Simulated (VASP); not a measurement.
Write the native input for VASP 6.6.1 that does the following.

* Task: single point
* Functional: PBE
* Potentials or basis: VASP PAW PBE potentials, release 64 (B, Pt)
* Cutoff: 520 eV
* k mesh: 6 × 6 × 8
* Occupations: gaussian, width 0.1 eV
* Spin: no spin polarisation
* Dipole correction: no
* Further INCAR settings: ALGO = Normal; EDIFF = 1e-06; NBANDS = 14

The structure of BPt lies in POSCAR:

```
BPt
1.0
    2.1496648271     -2.1495794839      0.0000000000
    2.1496648271      2.1495794839      0.0000000000
    0.0000000000      0.0000000000      2.8760870262
B Pt
1 1
Direct
    0.5000000000      0.5000000000      0.0000000000
    0.0000000000      0.0000000000      0.0000000000
```

The input as run:

INCAR

```
SYSTEM = BPt
  PREC = Accurate
  ENCUT = 520
  EDIFF = 1E-6
  ISMEAR = 0
  SIGMA = 0.1
  LREAL = .False.
  LASPH = .True.
  NELM = 100
  ALGO = Normal
  ISIF = 2
  LWAVE = .False.
  LCHARG = .False.
  GGA = PE
  NBANDS = 14
```

KPOINTS

```
Automatic mesh
0
Gamma
  6 6 8
  0 0 0
```

Potentials or basis: VASP PAW PBE potentials, release 64 (B, Pt).

Run with:

```console
$ cat potpaw_PBE.64/B/POTCAR potpaw_PBE.64/Pt/POTCAR > POTCAR
$ mpirun -np 1 vasp_std > vasp.out
```

Results of the run:

| Quantity | Value |
| --- | --- |
| Pressure | 0.0 GPa |

Run time: 13 s on 1 thread of Intel(R) Xeon(R) Platinum 8488C (Sapphire Rapids), on a shared host, peak memory 0.15 GiB.
